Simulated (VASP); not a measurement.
# InAs (F-43m) in VASP: elastic constants with PBE

Aim: the elastic constants of InAs with PBE.

Program: VASP 6.6.1. These are calculated values, not measurements. Logs are shortened: lines on timing, memory, paths and dates and some standing lists are left out, and cuts for length are marked.

### 1 The cell of the first run

Symmetry: F-43m, No. 216, cubic system. Conventional cell: a = 6.188 Å, b = 6.188 Å, c = 6.188 Å, α = 90.00°, β = 90.00°, γ = 90.00°. In (site symmetry -43m) has 4 As at 2.68 Å within 3.5 Å. Within 3.5 Å of As (site symmetry -43m) lie 4 In at 2.68 Å.

### 2 Elastic constants, PBE

INCAR

```
SYSTEM = InAs
PREC     = Accurate       ! precision mode
ENCUT    = 600            ! plane-wave cutoff, eV
EDIFF    = 1E-8           ! SCF threshold, eV
ISMEAR   = -1             ! smearing method
SIGMA    = 0.15           ! smearing width, eV
LREAL    = .False.        ! projectors in reciprocal space
LASPH    = .True.         ! aspherical terms in the spheres
NELM     = 100            ! most SCF steps
ALGO     = Normal         ! electronic algorithm
ISIF     = 3              ! what is computed and relaxed
LWAVE    = .False.        ! write WAVECAR
LCHARG   = .False.        ! write CHGCAR
GGA      = PE             ! functional
NBANDS   = 16             ! bands
IBRION   = 6              ! ionic algorithm
NFREE    = 2            
POTIM    = 0.015          ! step
NSW      = 1              ! ionic steps
```

KPOINTS

```
regular mesh
0
Gamma
  12 12 12
  0 0 0
```

POSCAR

```
InAs
1.0
    0.0000000000      3.0938631615      3.0938631615
    3.0938631615      0.0000000000      3.0938631615
    3.0938631615      3.0938631615      0.0000000000
In As
1 1
Direct
    0.0000000000      0.0000000000      0.0000000000
    0.2500000000      0.2500000000      0.2500000000
```

Potentials or basis: VASP PAW PBE potentials, release 64 (In_d, As).

Launch:

```sh
cat potpaw_PBE.64/In_d/POTCAR potpaw_PBE.64/As/POTCAR > POTCAR
mpirun -np 1 vasp_std > vasp.out
```

OUTCAR:

```text
SYSTEM = InAs
   PREC = Accurate
   ENCUT = 600
   EDIFF = 1E-8
   ISMEAR = -1
   LREAL = .False.
   LASPH = .True.
   NELM = 100
   ISIF = 3
   GGA = PE
   IBRION = 6
   NFREE = 2
   POTIM = 0.015
   NSW = 1

 ion  position               nearest neighbor table
   1  0.000  0.000  0.000-   2 2.68   2 2.68   2 2.68   2 2.68
   2  0.250  0.250  0.250-   1 2.68   1 2.68   1 2.68   1 2.68

  LATTYP: Found a face centered cubic cell.
 ALAT       =     6.1877263230

  Lattice vectors:

 A1 = (   0.0000000000,   3.0938631615,   3.0938631615)
 A2 = (   3.0938631615,   0.0000000000,   3.0938631615)
 A3 = (   3.0938631615,   3.0938631615,   0.0000000000)

Analysis of symmetry for initial positions (statically):
=====================================================================
 Subroutine PRICEL returns:
 Original cell was already a primitive cell.

 Routine SETGRP: Setting up the symmetry group for a
 face centered cubic supercell.

 Subroutine GETGRP returns: Found 24 space group operations
 (whereof 24 operations were pure point group operations)
 out of a pool of 48 trial point group operations.

The static configuration has the point symmetry T_d .

Analysis of symmetry for dynamics (positions and initial velocities):
=====================================================================
 Subroutine PRICEL returns:
 Original cell was already a primitive cell.

 Routine SETGRP: Setting up the symmetry group for a
 face centered cubic supercell.

 Subroutine GETGRP returns: Found 24 space group operations
 (whereof 24 operations were pure point group operations)
 out of a pool of 48 trial point group operations.

The dynamic configuration has the point symmetry T_d .

 Subroutine INISYM returns: Found 24 space group operations
 (whereof 24 operations are pure point group operations),
 and found     1 'primitive' translations

----------------------------------------------------------------------------------------

                                     Primitive cell

  volume of cell :      59.2288

  direct lattice vectors                    reciprocal lattice vectors
     0.000000000  3.093863161  3.093863161    -0.161610250  0.161610250  0.161610250
     3.093863161  0.000000000  3.093863161     0.161610250 -0.161610250  0.161610250
     3.093863161  3.093863161  0.000000000     0.161610250  0.161610250 -0.161610250

  length of vectors
     4.375383243  4.375383243  4.375383243     0.279917165  0.279917165  0.279917165

  position of ions in fractional coordinates (direct lattice)
     0.000000000  0.000000000  0.000000000
     0.250000000  0.250000000  0.250000000

  ion indices of the primitive-cell ions
   primitive index   ion index
                 1           1
                 2           2

----------------------------------------------------------------------------------------

 KPOINTS: regular mesh

Automatic generation of k-mesh.
 Grid dimensions read from file:
 generate k-points for:   12   12   12

 Generating k-lattice:

  Cartesian coordinates                     Fractional coordinates (reciprocal lattice)
[... 99 lines left out ...]

 number of electron      17.9999997 magnetization

 Free energy of the ion-electron system (eV)
  ---------------------------------------------------
  ext. energy  EPLUGINS =         0.00000000
  ---------------------------------------------------
  free energy    TOTEN  =        -7.72106246 eV

  energy without entropy =       -7.71655729  energy(sigma->0) =       -7.71880987

------------------------ aborting loop because EDIFF is reached ----------------------------------------

  FORCE on cell =-STRESS in cart. coord.  units (eV):
  Direction    XX          YY          ZZ          XY          YZ          ZX
  --------------------------------------------------------------------------------------
  -------------------------------------------------------------------------------------
  Total        0.0208501      0.0208501      0.0208501      0.0000000      0.0000000      0.0000000
  in kB        0.5640069      0.5640069      0.5640069      0.0000000      0.0000000      0.0000000
  external PRESSURE =       0.5640069 kB  Pullay stress =       0.0000000 kB
[... 89 lines left out ...]
  FREE ENERGIE OF THE ION-ELECTRON SYSTEM (eV)
  ---------------------------------------------------
  free  energy   TOTEN  =        -7.7177880178 eV

  energy  without entropy=       -7.7137182979  energy(sigma->0) =       -7.71575316

[... ionic steps 4 to 14 ...]

--------------------------------------- Ionic step       15  -------------------------------------------

 number of electron      17.9999999 magnetization

------------------------ aborting loop because EDIFF is reached ----------------------------------------
[... 67 lines left out ...]
--------------------------------------- Ionic step       17  -------------------------------------------

 number of electron      17.9999997 magnetization

 Free energy of the ion-electron system (eV)
  ---------------------------------------------------
  ext. energy  EPLUGINS =         0.00000000
  ---------------------------------------------------
  free energy    TOTEN  =        -7.72031740 eV

  energy without entropy =       -7.71580107  energy(sigma->0) =       -7.71805923

 E-fermi :   4.1915     XC(G=0):  -8.7939

 val. band max:        3.8630949818   @ k =   0.0000   0.0000   0.0000
 cond. band min:       4.4537849228   @ k =   0.0833   0.0000   0.0000
 fundamental gap:      0.5906899411
 Fermi energy:         4.1914773728

 k-point     1 :       0.0000    0.0000    0.0000
  band No.  band energies     occupation
      1     -10.4328      2.00000
      2     -10.4309      2.00000
      3     -10.4285      2.00000
      4     -10.3310      2.00000
      5     -10.3310      2.00000
      6      -7.6035      2.00000
[... 433 lines left out ...]
      3     -10.3960      2.00000
      4     -10.3301      2.00000
      5     -10.3261      2.00000
      6      -6.2028      2.00000
[... 8 lines left out ...]
     15      13.3162      0.00000
     16      13.7586      0.00000

 [... further k-points ...]

------------------------ aborting loop because EDIFF is reached ----------------------------------------

  FORCE on cell =-STRESS in cart. coord.  units (eV):
  Direction    XX          YY          ZZ          XY          YZ          ZX
  --------------------------------------------------------------------------------------
  -------------------------------------------------------------------------------------
  Total        0.0211550      0.0230626      0.0230626      0.0000000      0.0966594      0.0000000
  in kB        0.5722561      0.6238572      0.6238572      0.0000000      2.6146979      0.0000000
  external PRESSURE =       0.6066568 kB  Pullay stress =       0.0000000 kB
[... 17 lines left out ...]
  FREE ENERGIE OF THE ION-ELECTRON SYSTEM (eV)
  ---------------------------------------------------
  free  energy   TOTEN  =        -7.7203173993 eV

  energy  without entropy=       -7.7158010681  energy(sigma->0) =       -7.71805923

 INTERNAL STRAIN TENSORS FROM STRAINED CELLS
 ============================================

 INTERNAL STRAIN TENSOR FOR ION    1 for displacements in x,y,z  (eV/Angst):
          X           Y           Z          XY          YZ          ZX
  --------------------------------------------------------------------------------
  x    -0.00000     0.00000    -0.00000    -0.00000     6.45700     0.00000
  y    -0.00000    -0.00000    -0.00000    -0.00000    -0.00000     6.45658
  z    -0.00000     0.00000    -0.00000     6.45692     0.00000     0.00000

 INTERNAL STRAIN TENSORS FROM DISPLACED ATOMS
 ============================================

 INTERNAL STRAIN TENSOR FOR ION    1 for displacements in x,y,z  (eV/Angst):
          X           Y           Z          XY          YZ          ZX
  --------------------------------------------------------------------------------
  x     0.00000    -0.00000    -0.00000     0.00000     6.44743     0.00000
  y    -0.00000     0.00000    -0.00000     0.00000     0.00000     6.44743
  z    -0.00000    -0.00000     0.00000     6.44743     0.00000     0.00000

 INTERNAL STRAIN TENSOR FOR ION    2 for displacements in x,y,z  (eV/Angst):
          X           Y           Z          XY          YZ          ZX
  --------------------------------------------------------------------------------
  x    -0.00000    -0.00000    -0.00000     0.00000    -6.44270     0.00000
  y     0.00000     0.00000     0.00000     0.00000     0.00000    -6.44270
  z    -0.00000    -0.00000    -0.00000    -6.44270     0.00000     0.00000

 Eigenvectors and eigenvalues of the dynamical matrix
 ----------------------------------------------------

   1 f  =    5.972558 THz    37.526687 2PiTHz  199.223081 cm-1    24.700503 meV
             X         Y         Z           dx          dy          dz
      0.000000  0.000000  0.000000    -0.628041    0.000000    0.000000
      1.546932  1.546932  1.546932     0.778180    0.000000    0.000000
[... 21 lines left out ...]
   6 f/i=    0.002606 THz     0.016376 2PiTHz    0.086937 cm-1     0.010779 meV
             X         Y         Z           dx          dy          dz
      0.000000  0.000000  0.000000    -0.778180    0.000000    0.000000
      1.546932  1.546932  1.546932    -0.628041    0.000000    0.000000

--------------------------------------------------------------------------------------------------------

 ELASTIC MODULI CONTR FROM IONIC RELAXATION (kBar)
 Direction    XX          YY          ZZ          XY          YZ          ZX
 --------------------------------------------------------------------------------
 XX          -0.0000     -0.0000     -0.0000     -0.0000     -0.0000      0.0000
 YY          -0.0000     -0.0000     -0.0000     -0.0000     -0.0000      0.0000
 ZZ          -0.0000     -0.0000     -0.0000     -0.0000     -0.0000      0.0000
 XY          -0.0000     -0.0000     -0.0000   -169.8363      0.0000     -0.0000
 YZ          -0.0000     -0.0000     -0.0000      0.0000   -169.8363     -0.0000
 ZX           0.0000      0.0000      0.0000     -0.0000     -0.0000   -169.8363
 --------------------------------------------------------------------------------

 TOTAL ELASTIC MODULI (kBar)
 Direction    XX          YY          ZZ          XY          YZ          ZX
 --------------------------------------------------------------------------------
 XX         706.4915    374.4003    374.4003     -0.0000     -0.0000      0.0000
 YY         374.4003    706.4915    374.4003     -0.0000     -0.0000      0.0000
 ZZ         374.4003    374.4003    706.4915     -0.0000     -0.0000      0.0000
 XY          -0.0000     -0.0000     -0.0000    331.9237      0.0000     -0.0000
 YZ          -0.0000     -0.0000     -0.0000      0.0000    331.9237     -0.0000
 ZX           0.0000      0.0000      0.0000     -0.0000     -0.0000    331.9237
 --------------------------------------------------------------------------------
```

Run time: 30 min. Hardware: 1 thread of Intel Xeon 6975P-C (Granite Rapids), shared host; peak memory 0.94 GiB.

What came out:

* Elastic constants C11, C12, C44: 71, 37, 33 GPa
* Voigt bulk modulus: 49 GPa
* Highest phonon frequency at Γ, LO-TO splitting left out: 199 cm⁻¹

Phonon frequencies in cm⁻¹ (negative: imaginary):
| q point | frequencies |
| --- | --- |
| (0.000, 0.000, 0.000) | 0 0 0 199 199 199 |

Elastic tensor in Voigt notation (GPa, in the Cartesian axes of the cell as first typed):
```
71 37 37  0  0  0
37 71 37  0  0  0
37 37 71  0  0  0
 0  0  0 33  0  0
 0  0  0  0 33  0
 0  0  0  0  0 33
```

Clamped-ion elastic tensor (GPa):
```
71 37 37  0  0  0
37 71 37  0  0  0
37 37 71  0  0  0
 0  0  0 50  0  0
 0  0  0  0 50  0
 0  0  0  0  0 50
```

Caveat: spin-orbit coupling is left out, which moves the levels of the heavy elements.
